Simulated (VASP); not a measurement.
Here is a VASP 6.6.1 calculation.

INCAR

```
PREC = Accurate
ENCUT = 600
EDIFF = 1E-6
ISMEAR = 0
SIGMA = 0.1
LREAL = False
LASPH = True
NELM = 100
ALGO = Normal
ISIF = 3
LWAVE = False
LCHARG = False
GGA = PE
IBRION = 2
NSW = 90
EDIFFG = -0.04
```

The input KPOINTS:

```
Automatic mesh
0
Gamma
  8 8 8
```

POSCAR

```
C
1.0
   -2.2818877500      2.2818877500      1.3645730200
    2.2818877500     -2.2818877500      1.3645730200
    2.2818877500      2.2818877500     -1.3645730200
C
6
Direct
    0.5000000000      0.5000000000      0.0000000000
    0.2500000000      0.7500000000      0.5000000000
    0.8251750700      0.6250000000      0.7001750700
    0.9248249300      0.1250000000      0.2998249300
    0.3750000000      0.1748249300      0.2998249300
    0.8750000000      0.0751750700      0.7001750700
```

Potentials or basis: VASP PAW PBE potentials, release 64 (C).

Launch:

```console
$ cat potpaw_PBE.64/C/POTCAR > POTCAR
$ mpirun -np 1 vasp_std > vasp.out
```

**Question.** Estimate the space group after relaxing (to 0.05 Å).

**Answer.** I4_122 (No. 98).

**Question.** What does it give for the relaxed cell?

**Answer.** a = 3.849 Å, b = 3.849 Å, c = 3.849 Å, α = 97.99°, β = 97.99°, γ = 136.21°.

Stress tensor (GPa, compression positive):
```
-0.61  0.00  0.00
 0.00 -0.61  0.00
 0.00  0.00  0.44
```
